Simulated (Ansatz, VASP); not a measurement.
**One calculation of B5Pt, two programs**

```xyz
6
Lattice="4.3776 0.0000 0.0000 -2.1888 3.7911 0.0000 0.0000 0.0000 4.0230" Properties=species:S:1:pos:R:3 pbc="T T T"
B     2.1888    1.2637    2.0115
B     1.3858    0.0000    0.0000
B     1.4959    2.5910    0.0000
B    -0.6929    1.2001    0.0000
B     0.0000    2.5274    2.0115
Pt    0.0000    0.0000    2.0115
```

Change from the starting cell: species swapped into the Mg5Cu type (P-62m, No. 189).

Alike in both runs: task relaxation of cell and atoms; functional PBE; k mesh 6 × 6 × 4; occupations gaussian, width 0.1 eV; no spin polarisation.

```csv
,VASP,Ansatz
version,VASP 6.6.1,Ansatz 0.2.0
potentials or method,"VASP PAW PBE potentials, release 64 (B, Pt), cutoff 600 eV","scalar-relativistic, plane waves, PAW"
valence electrons in the cell,25,33
```

VASP gave:

| Item | Value |
| --- | --- |
| gap on the k mesh at the Fermi level, each at its own relaxed structure (eV) | none |
| relaxed volume (Å³/atom) | 8.79 |
| relaxed cell length with the largest relative difference (Å) | 5.050 |

Question: What did Ansatz give for the same quantities?

Answer: gap on the k mesh at the Fermi level, each at its own relaxed structure (eV): none; relaxed volume (Å³/atom): 8.81; relaxed cell length with the largest relative difference (Å): 5.054.

A gap of «none» marks a metal or a gap that the smearing closes. VASP's potentials hold 25 valence electrons a cell and Ansatz's 33, so a difference there can come from the potentials and not from the codes.

The k mesh is coarse, so the values compare programs but aren't converged. Neither program's run includes spin-orbit coupling. Noted on VASP's run: the volume moved by over 15 % at a fixed basis, so the end points are rough.
